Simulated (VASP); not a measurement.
# LiF (Fm-3m) in VASP: a series of runs

The runs below take LiF through single point, with PBE, LDA.

All numbers are computed with VASP 6.6.1; they aren't measurements. Logs are shortened: lines on timing, memory, paths and dates and some standing lists are left out, and cuts for length are marked.

## 1. The cell of the first run

Symmetry: Fm-3m, No. 225, cubic system. Conventional cell: a = 3.990 Å, b = 3.990 Å, c = 3.990 Å, α = 90.00°, β = 90.00°, γ = 90.00°. Within 2.6 Å of Li (site symmetry m-3m) lie 6 F at 2.00 Å. F (site symmetry m-3m) has 6 Li at 2.00 Å within 2.6 Å.

## 2. Single point, PBE

INCAR reads:

```
PREC = Accurate ; ENCUT = 520
EDIFF = 1E-7 ; ISMEAR = -1
SIGMA = 0.02 ; LREAL = False
LASPH = True ; NELM = 80
ALGO = Normal ; ISIF = 2
LWAVE = False ; LCHARG = False
GGA = PE ; NBANDS = 12
```

KPOINTS reads:

```
regular mesh
0
Gamma
  10 10 10
```

POSCAR reads:

```
LiF
1.0
    0.0000000000      1.9951010462      1.9951010462
    1.9951010462      0.0000000000      1.9951010462
    1.9951010462      1.9951010462      0.0000000000
Li F
1 1
Direct
    0.0000000000      0.0000000000      0.0000000000
    0.5000000000      0.5000000000      0.5000000000
```

Potentials or basis: VASP PAW PBE potentials, release 64 (Li_sv, F).

Run with:

```console
$ cat potpaw_PBE.64/Li_sv/POTCAR potpaw_PBE.64/F/POTCAR > POTCAR
$ mpirun -np 1 vasp_std > vasp.out
```

OUTCAR:

```text
PREC = Accurate
   ENCUT = 520
   EDIFF = 1E-7
   ISMEAR = -1
   LREAL = False
   LASPH = True
   NELM = 80
   ISIF = 2
   GGA = PE

 ion  position               nearest neighbor table
   1  0.000  0.000  0.000-   2 2.00   2 2.00   2 2.00   2 2.00   2 2.00   2 2.00
   2  0.500  0.500  0.500-   1 2.00   1 2.00   1 2.00   1 2.00   1 2.00   1 2.00

  LATTYP: Found a face centered cubic cell.
 ALAT       =     3.9902020924

  Lattice vectors:

 A1 = (   0.0000000000,   1.9951010462,   1.9951010462)
 A2 = (   1.9951010462,   0.0000000000,   1.9951010462)
 A3 = (   1.9951010462,   1.9951010462,   0.0000000000)

Analysis of symmetry for initial positions (statically):
=====================================================================
 Subroutine PRICEL returns:
 Original cell was already a primitive cell.

 Routine SETGRP: Setting up the symmetry group for a
 face centered cubic supercell.

 Subroutine GETGRP returns: Found 48 space group operations
[... 9 lines left out ...]

 Routine SETGRP: Setting up the symmetry group for a
 face centered cubic supercell.

 Subroutine GETGRP returns: Found 48 space group operations
[... 11 lines left out ...]
                                     Primitive cell

  volume of cell :      15.8827

  direct lattice vectors                    reciprocal lattice vectors
     0.000000000  1.995101046  1.995101046    -0.250613873  0.250613873  0.250613873
     1.995101046  0.000000000  1.995101046     0.250613873 -0.250613873  0.250613873
     1.995101046  1.995101046  0.000000000     0.250613873  0.250613873 -0.250613873

  length of vectors
     2.821498958  2.821498958  2.821498958     0.434075961  0.434075961  0.434075961

  position of ions in fractional coordinates (direct lattice)
     0.000000000  0.000000000  0.000000000
     0.500000000  0.500000000  0.500000000

  ion indices of the primitive-cell ions
   primitive index   ion index
                 1           1
                 2           2

----------------------------------------------------------------------------------------

 KPOINTS: regular mesh

Automatic generation of k-mesh.
 Grid dimensions read from file:
 generate k-points for:   10   10   10

 Generating k-lattice:

  Cartesian coordinates                     Fractional coordinates (reciprocal lattice)
    -0.025061387  0.025061387  0.025061387     0.100000000  0.000000000  0.000000000
     0.025061387 -0.025061387  0.025061387     0.000000000  0.100000000  0.000000000
     0.025061387  0.025061387 -0.025061387     0.000000000  0.000000000  0.100000000

  Length of vectors
     0.043407596  0.043407596  0.043407596

  Shift w.r.t. Gamma in fractional coordinates (k-lattice)
     0.000000000  0.000000000  0.000000000

 Subroutine IBZKPT returns following result:
 ===========================================

 Found     47 irreducible k-points:

 Following reciprocal coordinates:
            Coordinates               Weight
  0.000000  0.000000  0.000000      1.000000
  0.100000  0.000000  0.000000      8.000000
  0.200000  0.000000  0.000000      8.000000
  0.300000  0.000000  0.000000      8.000000
  0.400000  0.000000  0.000000      8.000000
  0.500000  0.000000  0.000000      4.000000
[... 16 lines left out ...]
  0.300000  0.300000  0.000000      6.000000
  0.400000  0.300000  0.000000     24.000000
 [... further k-points ...]
   k-points           NKPTS =     47   k-points in BZ     NKDIM =     47   number of bands    NBANDS=     12
   number of dos      NEDOS =    301   number of ions     NIONS =      2
   total plane-waves  NPLWV =  13824
   dimension x,y,z NGX =    24 NGY =   24 NGZ =   24
   dimension x,y,z NGXF=    48 NGYF=   48 NGZF=   48
   ions per type =               1   1
   NGX,Y,Z   is equivalent  to a cutoff of  14.14, 14.14, 14.14 a.u.
   NGXF,Y,Z  is equivalent  to a cutoff of  28.28, 28.28, 28.28 a.u.
 SYSTEM =  unknown system
   PREC   = accura    normal or accurate (medium, high low for compatibility)
   ISTART =      0    job   : 0-new  1-cont  2-samecut
   ICHARG =      2    charge: 1-file 2-atom 10-const
   ISPIN  =      1    spin polarized calculation?
   LNONCOLLINEAR =      F non collinear calculations
   LSORBIT =      F    spin-orbit coupling
   LASPH  =      T    aspherical Exc in radial PAW
   ENCUT  =  520.0 eV  38.22 Ry    6.18 a.u.   5.25  5.25  5.25*2*pi/ulx,y,z
   NELM   =     80;   NELMIN=  2; NELMDL= -5     # of ELM steps
   EDIFF  = 0.1E-06   stopping-criterion for ELM
   LREAL  =      F    real-space projection
   EDIFFG = 0.1E-05   stopping-criterion for IOM
   NSW    =      0    number of steps for IOM
   IBRION =     -1    ionic relax: 0-MD 1-quasi-New 2-CG
   NFREE  =      0    steps in history (QN), initial steepest desc. (CG)
   ISIF   =      2    stress and relaxation
   ISYM   =      2    0-nonsym 1-usesym 2-fastsym
   POTIM  = 0.5000    time-step for ionic-motion
   TEBEG  =    0.0;   TEEND  =   0.0 temperature during run
   PSTRESS=    0.0 pullay stress
   NELECT =      10.0000    total number of electrons
   NUPDOWN=      -1.0000    fix difference up-down
   EMIN   =  10.00;   EMAX   =-10.00  energy-range for DOS
   EFERMI =   0.00;   METHOD = LEGACY
   ISMEAR =    -1;   SIGMA  =   0.02  broadening in eV -4-tet -1-fermi 0-gaus
   EFERMI_NEDOS =   21; number of points for ismear=-14 and -15
   IALGO  =     38    algorithm
   IMIX   =      4    mixing-type and parameters
     AMIX     =   0.40;   BMIX     =  1.00
     AMIX_MAG =   1.60;   BMIX_MAG =  1.00
  volume/ion in A,a.u.               =       7.94        53.59
  Fermi-wavevector in a.u.,A,eV,Ry     =   1.403137  2.651544 26.787044  1.968792
  Thomas-Fermi vector in A             =   2.525829
   LORBIT       =      0    0 simple, 1 ext, 2 COOP (PROOUT), +10 PAW based schemes
   GGA     = PE    functional components
   LHFCALC =     F    Hartree Fock is set to
   AEXX    =    0.0000 exact exchange contribution
   IVDW    =     0    specifies the selected vdW correction
   LEPSILON=     F    determine dielectric tensor
   LRPA    =     F    only Hartree local field effects (RPA)
 non-spin polarized calculation
  energy-cutoff  :      520.00
  volume of cell :       15.88
 maximum number of plane-waves:       444
 NGX is ok and might be reduce to    24
   NGX = 11   NGY = 11   NGZ = 11

 number of electron      10.0000000 magnetization

 number of electron       9.9999997 magnetization

 Free energy of the ion-electron system (eV)
  ---------------------------------------------------
  ext. energy  EPLUGINS =         0.00000000
  ---------------------------------------------------
  free energy    TOTEN  =        -9.62819416 eV

  energy without entropy =       -9.62819416  energy(sigma->0) =       -9.62819416

 E-fermi :  -0.4000     XC(G=0): -10.1211

 val. band max:       -0.8443401614   @ k =   0.0000   0.0000   0.0000
 cond. band min:       8.5045213046   @ k =   0.0000   0.0000   0.0000
 fundamental gap:      9.3488614660
 Fermi energy:        -0.4000297578

 k-point     1 :       0.0000    0.0000    0.0000
  band No.  band energies     occupation
      1     -41.7030      2.00000
      2     -20.8971      2.00000
      3      -0.8443      2.00000
      4      -0.8443      2.00000
      5      -0.8443      2.00000
      6       8.5045      0.00000
      7      23.5001      0.00000
      8      23.5001      0.00000
      9      23.5001      0.00000
     10      23.7601      0.00000
     11      23.7601      0.00000
     12      23.7602      0.00000

 k-point     2 :       0.1000    0.0000    0.0000
  band No.  band energies     occupation
      1     -41.6967      2.00000
      2     -20.8568      2.00000
      3      -1.1405      2.00000
      4      -0.8683      2.00000
      5      -0.8683      2.00000
      6       8.7933      0.00000
      7      20.7102      0.00000
      8      22.1867      0.00000
      9      22.1867      0.00000
     10      24.8461      0.00000
     11      24.8461      0.00000
     12      24.9359      0.00000

 k-point     3 :       0.2000    0.0000    0.0000
  band No.  band energies     occupation
      1     -41.6803      2.00000
      2     -20.7478      2.00000
      3      -1.8518      2.00000
      4      -0.9298      2.00000
      5      -0.9298      2.00000
      6       9.4327      0.00000
      7      18.2221      0.00000
      8      20.6588      0.00000
      9      20.6588      0.00000
     10      25.9376      0.00000
     11      26.2148      0.00000
     12      26.2148      0.00000

 k-point     4 :       0.3000    0.0000    0.0000
  band No.  band energies     occupation
      1     -41.6598      2.00000
      2     -20.6070      2.00000
      3      -2.6413      2.00000
      4      -1.0031      2.00000
      5      -1.0031      2.00000
      6       9.9488      0.00000
      7      16.7685      0.00000
      8      19.3833      0.00000
      9      19.3833      0.00000
     10      27.3315      0.00000
     11      27.9484      0.00000
     12      27.9484      0.00000

 k-point     5 :       0.4000    0.0000    0.0000
  band No.  band energies     occupation
      1     -41.6433      2.00000
      2     -20.4882      2.00000
      3      -3.2307      2.00000
      4      -1.0604      2.00000
      5      -1.0604      2.00000
      6      10.0930      0.00000
      7      16.2855      0.00000
      8      18.5605      0.00000
      9      18.5605      0.00000
     10      28.9578      0.00000
     11      29.7623      0.00000
     12      29.7623      0.00000
[... 228 lines left out ...]
      1     -41.6382      2.00000
      2     -20.4165      2.00000
      3      -2.9129      2.00000
      4      -2.0444      2.00000
      5      -1.0979      2.00000
      6      11.3022      0.00000
      7      15.2870      0.00000
      8      18.8151      0.00000
      9      18.9111      0.00000
     10      28.4923      0.00000
     11      28.6332      0.00000
     12      29.0608      0.00000

 k-point    22 :      -0.2000    0.2000    0.0000
  band No.  band energies     occupation
      1     -41.6534      2.00000
      2     -20.5439      2.00000
      3      -2.4963      2.00000
      4      -1.7475      2.00000
      5      -0.9584      2.00000
      6      10.6659      0.00000
      7      16.0467      0.00000
      8      19.2952      0.00000
      9      19.3904      0.00000
     10      26.7576      0.00000
     11      27.1887      0.00000
     12      29.7779      0.00000

 k-point    23 :       0.3000    0.3000    0.0000
  band No.  band energies     occupation
      1     -41.6477      2.00000
      2     -20.4572      2.00000
      3      -2.8139      2.00000
      4      -1.5350      2.00000
      5      -1.5350      2.00000
      6      11.6863      0.00000
      7      17.2487      0.00000
      8      18.4920      0.00000
      9      19.8854      0.00000
     10      19.8854      0.00000
     11      34.2104      0.00000
     12      34.3094      0.00000

 k-point    24 :       0.4000    0.3000    0.0000
  band No.  band energies     occupation
      1     -41.6354      2.00000
      2     -20.3401      2.00000
      3      -3.2491      2.00000
      4      -1.7537      2.00000
      5      -1.6373      2.00000
      6      12.5045      0.00000
      7      16.1215      0.00000
      8      17.9980      0.00000
      9      19.6334      0.00000
     10      20.7019      0.00000
     11      33.7280      0.00000
     12      34.5737      0.00000

 [... further k-points ...]
[... 5 lines left out ...]
  --------------------------------------------------------------------------------------
  -------------------------------------------------------------------------------------
  Total        0.3915263      0.3915263      0.3915263      0.0000000      0.0000000      0.0000000
  in kB       39.4954307     39.4954307     39.4954307      0.0000000      0.0000000      0.0000000
  external PRESSURE =      39.4954307 kB  Pullay stress =       0.0000000 kB

 VOLUME and BASIS-vectors are now :
 -----------------------------------------------------------------------------
  energy-cutoff  :      520.00
  volume of cell :       15.88
      direct lattice vectors                 reciprocal lattice vectors
     0.000000000  1.995101046  1.995101046    -0.250613873  0.250613873  0.250613873
     1.995101046  0.000000000  1.995101046     0.250613873 -0.250613873  0.250613873
     1.995101046  1.995101046  0.000000000     0.250613873  0.250613873 -0.250613873

 POSITION                                       TOTAL-FORCE (eV/Angst)
 -----------------------------------------------------------------------------------
      0.00000      0.00000      0.00000        -0.000000     -0.000000      0.000000
      1.99510      1.99510      1.99510         0.000000      0.000000     -0.000000
 -----------------------------------------------------------------------------------
    total drift:                               -0.000000     -0.000000      0.000000

  FREE ENERGIE OF THE ION-ELECTRON SYSTEM (eV)
  ---------------------------------------------------
  free  energy   TOTEN  =        -9.6281941640 eV

  energy  without entropy=       -9.6281941640  energy(sigma->0) =       -9.62819416
```

Run time: 8.1 s. Hardware: 1 thread of Intel Xeon Platinum 8375C at 2.90GHz (Ice Lake), shared host; peak memory 0.13 GiB.

Results:

```yaml
Free_energy: -9.6282 eV
Band_gap_on_the_k_mesh: 9.35 eV, direct
```

Caveat: the cutoff is under 1.25 times the usual one of these potentials, so pressure, stress and relaxed cells hold a basis-set (Pulay) error.

## 3. Single point, LDA

INCAR reads:

```
SYSTEM = LiF
PREC     = Accurate       ! precision mode
ENCUT    = 520            ! plane-wave cutoff, eV
EDIFF    = 1E-6           ! SCF threshold, eV
ISMEAR   = 0              ! smearing method
SIGMA    = 0.01           ! smearing width, eV
LREAL    = .False.        ! projectors in reciprocal space
LASPH    = .True.         ! aspherical terms in the spheres
NELM     = 80             ! most SCF steps
ALGO     = Normal         ! electronic algorithm
ISIF     = 2              ! what is computed and relaxed
LWAVE    = .False.        ! write WAVECAR
LCHARG   = .True.         ! write CHGCAR
LELF     = .True.         ! ELF
LVHAR    = .True.       
NBANDS   = 12             ! bands
```

KPOINTS reads:

```
regular mesh
0
Gamma
  10 10 10
  0 0 0
```

POSCAR is that of step 2.

Potentials or basis: VASP PAW LDA potentials, release 64 (Li_sv, F).

Run with:

```console
$ cat potpaw_LDA.64/Li_sv/POTCAR potpaw_LDA.64/F/POTCAR > POTCAR
$ mpirun -np 1 vasp_std > vasp.out
```

Run time: 7 s. Hardware: 1 thread of Intel Xeon Platinum 8375C at 2.90GHz (Ice Lake), shared host; peak memory 0.12 GiB.

It converged, with:

```yaml
Free_energy: -10.4871 eV
Band_gap_on_the_k_mesh: 9.10 eV, direct
```

Levels at points of the mesh, in eV from the valence-band top:
```csv
k point,band 1,band 2,band 3,band 4,band 5,band 6,band 7,band 8,band 9,band 10
"(0.00, 0.00, 0.00)",-39.70,-19.65,0.00,0.00,0.00,9.10,23.82,23.82,23.82,24.18
"(0.50, 0.00, 0.00)",-39.62,-19.18,-2.67,-0.24,-0.24,10.52,16.71,18.63,18.63,30.40
"(0.50, 0.50, 0.00)",-39.60,-18.87,-3.24,-1.07,-1.07,14.68,16.16,17.48,20.09,20.09
```

Caveat: the cutoff is under 1.25 times the usual one of these potentials, so pressure, stress and relaxed cells hold a basis-set (Pulay) error. A k mesh can miss the band edges.
